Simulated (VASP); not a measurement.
# MnAs (P6_3/mmc) in VASP: notebook

The runs below take MnAs through single point, with PBEsol+U.

Program: VASP 6.6.1. These are calculated values, not measurements. Logs are shortened: lines on timing, memory, paths and dates and some standing lists are left out, and cuts for length are marked.

**1. The cell of the first run**

Symmetry: P6_3/mmc, No. 194, hexagonal system. The conventional cell has a = 3.854 Å, b = 3.854 Å, c = 6.089 Å, α = 90.00°, β = 90.00°, γ = 120.00°. Within 3.6 Å of As (site symmetry -6m2) lie 6 Mn at 2.70 Å. Mn (site symmetry -3m) has 6 As at 2.70 Å and 2 Mn at 3.04 Å within 3.6 Å.

**2. Single point, PBEsol+U, collinear spin, ferromagnetic start**

File INCAR:

```
SYSTEM = MnAs
PREC = Accurate
ENCUT = 680
EDIFF = 1E-6
ISMEAR = -1
SIGMA = 0.05
LREAL = .FALSE.
LASPH = .TRUE.
NELM = 200
ALGO = Normal
ISIF = 2
LWAVE = .FALSE.
LCHARG = .FALSE.
ISPIN = 2
MAGMOM = 0 0 4 4
LORBIT = 11
LMAXMIX = 4
LDAU = .TRUE.
LDAUTYPE = 2
LDAUL = -1 2
LDAUU = 0 6
LDAUJ = 0 0
LDAUPRINT = 1
GGA = PS
NBANDS = 42
GGA_COMPAT = .FALSE.
```

File KPOINTS:

```
regular mesh
0
G
  8 8 5
  0 0 0
```

File POSCAR:

```
MnAs
1.0
    3.8543003472      0.0000000000      0.0000000000
   -1.9271501736      3.3379220145      0.0000000000
    0.0000000000      0.0000000000      6.0888573297
As Mn
2 2
Direct
    0.6666666667      0.3333333333      0.7500000000
    0.3333333333      0.6666666667      0.2500000000
    0.0000000000      0.0000000000      0.5000000000
    0.0000000000      0.0000000000      0.0000000000
```

Potentials or basis: VASP PAW PBE potentials, release 64 (As_d, Mn_sv).

Started as:

```
$ cat potpaw_PBE.64/As_d/POTCAR potpaw_PBE.64/Mn_sv/POTCAR > POTCAR
$ mpirun -np 1 vasp_std > vasp.out
```

OUTCAR:

```text
SYSTEM = MnAs
   PREC = Accurate
   ENCUT = 680
   EDIFF = 1E-6
   ISMEAR = -1
   LREAL = .FALSE.
   LASPH = .TRUE.
   NELM = 200
   ISIF = 2
   ISPIN = 2
   LORBIT = 11
   GGA = PS

 ion  position               nearest neighbor table
   1  0.667  0.333  0.750-   3 2.70   4 2.70   3 2.70   4 2.70   3 2.70   4 2.70
   2  0.333  0.667  0.250-   3 2.70   4 2.70   3 2.70   4 2.70   3 2.70   4 2.70
   3  0.000  0.000  0.500-   1 2.70   2 2.70   1 2.70   2 2.70   1 2.70   2 2.70
   4  0.000  0.000  0.000-   1 2.70   2 2.70   1 2.70   2 2.70   1 2.70   2 2.70

  LATTYP: Found a hexagonal cell.
 ALAT       =     3.8543003472
 C/A-ratio  =     1.5797568381

  Lattice vectors:

 A1 = (   3.8543003472,   0.0000000000,   0.0000000000)
 A2 = (  -1.9271501736,   3.3379220145,   0.0000000000)
 A3 = (   0.0000000000,   0.0000000000,   6.0888573297)

Analysis of symmetry for initial positions (statically):
=====================================================================
 Subroutine PRICEL returns:
 Original cell was already a primitive cell.

 Routine SETGRP: Setting up the symmetry group for a
 hexagonal supercell.

 Subroutine GETGRP returns: Found 24 space group operations
 (whereof 12 operations were pure point group operations)
 out of a pool of 24 trial point group operations.

The static configuration has the point symmetry D_3d.
 The point group associated with its full space group is D_6h.

Analysis of symmetry for dynamics (positions and initial velocities):
=====================================================================
 Subroutine PRICEL returns:
 Original cell was already a primitive cell.

 Routine SETGRP: Setting up the symmetry group for a
 hexagonal supercell.

 Subroutine GETGRP returns: Found 24 space group operations
 (whereof 12 operations were pure point group operations)
 out of a pool of 24 trial point group operations.

The dynamic configuration has the point symmetry D_3d.
 The point group associated with its full space group is D_6h.

Analysis of structural, dynamic, and magnetic symmetry:
=====================================================================
 Subroutine PRICEL returns:
 Original cell was already a primitive cell.

 Routine SETGRP: Setting up the symmetry group for a
[... 213 lines left out ...]
  o =  0.8821  v = -0.5636  0.0001  0.0000  0.8261 -0.0000  0.0000  0.0000  0.0000  0.0000  0.0000      0.0000  0.0000  0.0000  0.0000  0.0000  0.0000  0.0000  0.0000  0.0000  0.0000
  o =  0.8821  v =  0.0000  0.8261  0.0000 -0.0001 -0.5636  0.0000  0.0000  0.0000  0.0000  0.0000      0.0000  0.0000  0.0000  0.0000  0.0000  0.0000  0.0000  0.0000  0.0000  0.0000
  o =  0.9111  v = -0.0000  0.0000 -1.0000 -0.0000  0.0000  0.0000  0.0000  0.0000  0.0000  0.0000      0.0000  0.0000  0.0000  0.0000  0.0000  0.0000  0.0000  0.0000  0.0000  0.0000
  o =  0.9123  v =  0.8261  0.0000  0.0000  0.5636  0.0001  0.0000  0.0000  0.0000  0.0000  0.0000      0.0000  0.0000  0.0000  0.0000  0.0000  0.0000  0.0000  0.0000  0.0000  0.0000
  o =  0.9123  v =  0.0001 -0.5636 -0.0000  0.0000 -0.8261  0.0000  0.0000  0.0000  0.0000  0.0000      0.0000  0.0000  0.0000  0.0000  0.0000  0.0000  0.0000  0.0000  0.0000  0.0000

 number of electron      59.9999999 magnetization       8.0854051

 Free energy of the ion-electron system (eV)
  ---------------------------------------------------
  ext. energy  EPLUGINS =         0.00000000
  ---------------------------------------------------
  free energy    TOTEN  =       -24.23491569 eV

  energy without entropy =      -24.22622405  energy(sigma->0) =      -24.23056987

 E-fermi :   5.4098     XC(G=0): -11.0249

 val. band max:        5.3597531319   @ k =   0.1250   0.0000   0.0000
 cond. band min:       5.4102454198   @ k =   0.2500   0.2500   0.0000
 fundamental gap:      0.0504922880
 Fermi energy:         5.4097540558

 spin component 1

 k-point     1 :       0.0000    0.0000    0.0000
  band No.  band energies     occupation
      1     -76.3191      1.00000
      2     -76.3158      1.00000
      3     -45.1931      1.00000
      4     -45.1819      1.00000
      5     -45.1819      1.00000
      6     -45.1777      1.00000
[... 2153 lines left out ...]
     41      14.3240      0.00000
     42      15.7678      0.00000

 [... further k-points ...]

------------------------ aborting loop because EDIFF is reached ----------------------------------------

  FORCE on cell =-STRESS in cart. coord.  units (eV):
  Direction    XX          YY          ZZ          XY          YZ          ZX
  --------------------------------------------------------------------------------------
  -------------------------------------------------------------------------------------
  Total       -0.9728972     -0.9728972     -0.8112557      0.0000000      0.0000000      0.0000000
  in kB      -19.8984834    -19.8984834    -16.5924601      0.0000000      0.0000000      0.0000000
  external PRESSURE =     -18.7964757 kB  Pullay stress =       0.0000000 kB

 VOLUME and BASIS-vectors are now :
 -----------------------------------------------------------------------------
  energy-cutoff  :      680.00
  volume of cell :       78.34
      direct lattice vectors                 reciprocal lattice vectors
     3.854300347  0.000000000  0.000000000     0.259450461  0.149793793  0.000000000
    -1.927150174  3.337922015  0.000000000     0.000000000  0.299587586  0.000000000
     0.000000000  0.000000000  6.088857330     0.000000000  0.000000000  0.164234428

 POSITION                                       TOTAL-FORCE (eV/Angst)
 -----------------------------------------------------------------------------------
      1.92715      1.11264      4.56664        -0.000000      0.000000      0.000000
     -0.00000      2.22528      1.52221         0.000000     -0.000000      0.000000
      0.00000      0.00000      3.04443        -0.000000     -0.000000      0.000000
      0.00000      0.00000      0.00000         0.000000     -0.000000      0.000000
 -----------------------------------------------------------------------------------
    total drift:                               -0.000001      0.000000     -0.000000

  FREE ENERGIE OF THE ION-ELECTRON SYSTEM (eV)
  ---------------------------------------------------
  free  energy   TOTEN  =       -24.2349156935 eV

  energy  without entropy=      -24.2262240534  energy(sigma->0) =      -24.23056987

 total charge

# of ion       s       p       d       tot
------------------------------------------
    1        1.480   2.061  10.031  13.573
    2        1.480   2.061  10.031  13.573
    3        2.160   6.022   4.691  12.873
    4        2.160   6.022   4.691  12.873
--------------------------------------------------
tot          7.280  16.166  29.445  52.891

 magnetization (x)

# of ion       s       p       d       tot
------------------------------------------
    1        0.010  -0.420   0.011  -0.399
    2        0.010  -0.420   0.011  -0.399
    3        0.034   0.014   4.266   4.314
    4        0.034   0.014   4.266   4.314
--------------------------------------------------
tot          0.088  -0.811   8.553   7.830
```

OSZICAR:

```text
N       E                     dE             d eps       ncg     rms          rms(c)
DAV:   1     0.957488583209E+03    0.95749E+03   -0.30531E+04  7504   0.714E+03
DAV:   2     0.162730991010E+03   -0.79476E+03   -0.75769E+03  5136   0.131E+03
DAV:   3    -0.591544404155E+00   -0.16332E+03   -0.15343E+03  5116   0.357E+02
DAV:   4    -0.180920174710E+02   -0.17500E+02   -0.16952E+02  6462   0.123E+02
DAV:   5    -0.219199514647E+02   -0.38279E+01   -0.37480E+01  9006   0.364E+01    0.155E+01
DAV:   6    -0.241197309214E+02   -0.21998E+01   -0.29318E+01  7548   0.612E+01    0.247E+01
DAV:   7    -0.242913308245E+02   -0.17160E+00   -0.45328E+00  7562   0.245E+01    0.818E+00
DAV:   8    -0.242242413789E+02    0.67089E-01   -0.63596E-01  7454   0.921E+00    0.337E+00
DAV:   9    -0.242320082423E+02   -0.77669E-02   -0.15497E-01  7138   0.478E+00    0.794E-01
DAV:  10    -0.242339812691E+02   -0.19730E-02   -0.16368E-02  7662   0.127E+00    0.483E-01
DAV:  11    -0.242347841297E+02   -0.80286E-03   -0.20207E-03  7782   0.324E-01    0.122E-01
DAV:  12    -0.242348786045E+02   -0.94475E-04   -0.20222E-04  7736   0.107E-01    0.554E-02
DAV:  13    -0.242349085450E+02   -0.29940E-04   -0.54518E-05  6368   0.545E-02    0.365E-02
DAV:  14    -0.242349149560E+02   -0.64110E-05   -0.11961E-05  5526   0.335E-02    0.116E-02
DAV:  15    -0.242349156935E+02   -0.73745E-06   -0.42481E-06  5722   0.181E-02
   1 F= -.24234916E+02 E0= -.24230570E+02  d E =-.869164E-02  mag=     8.0853
```

Run time: 3.2 min. Hardware: 1 thread of Intel Xeon 6975P-C (Granite Rapids), shared host; peak memory 0.43 GiB.

Results:

```yaml
Free_energy: -24.2349 eV
Pressure: -1.9 GPa
Net_moment: 8.09 μB per cell
Site_moments: As -0.40; Mn +4.31 μB
Valence_electrons_inside_the_program's_atomic_spheres: As 13.57; Mn 12.87
```

Levels at points of the mesh, in eV from the Fermi level:
Spin up:
```tsv
k point	band 32	band 33	band 34	band 35	band 36	band 37
(0.00, 0.00, 0.00)	0.66	0.66	1.24	1.67	1.67	3.30
(0.50, 0.00, 0.00)	-3.19	-2.87	-1.63	-0.48	1.84	3.84
```
Spin down:
| k point | band 23 | band 24 | band 25 | band 26 | band 27 | band 28 | band 29 | band 30 |
| --- | --- | --- | --- | --- | --- | --- | --- | --- |
| (0.00, 0.00, 0.00) | -1.52 | 0.40 | 0.40 | 0.86 | 1.22 | 2.23 | 2.23 | 2.41 |
| (0.50, 0.00, 0.00) | -2.94 | -2.26 | -1.75 | -1.46 | 0.64 | 2.63 | 3.18 | 3.37 |

Eigenvalues of the final occupation matrices:
```csv
site,spin,trace,eigenvalues
site 3 d,1,4.50,0.88 0.88 0.91 0.91 0.91
site 3 d,2,0.22,0.01 0.01 0.02 0.08 0.08
site 4 d,1,4.50,0.88 0.88 0.91 0.91 0.91
site 4 d,2,0.22,0.01 0.01 0.02 0.08 0.08
```

Caveat: the PAW data sets were made with another functional, which shifts forces and pressure a little; the run started ferromagnetic, and an antiferromagnetic order may lie lower in energy; the U is typed as a test and isn't derived for this compound. The state reached can hang on the start; a lower one may exist.

(Part 1 of 2 ends here.)
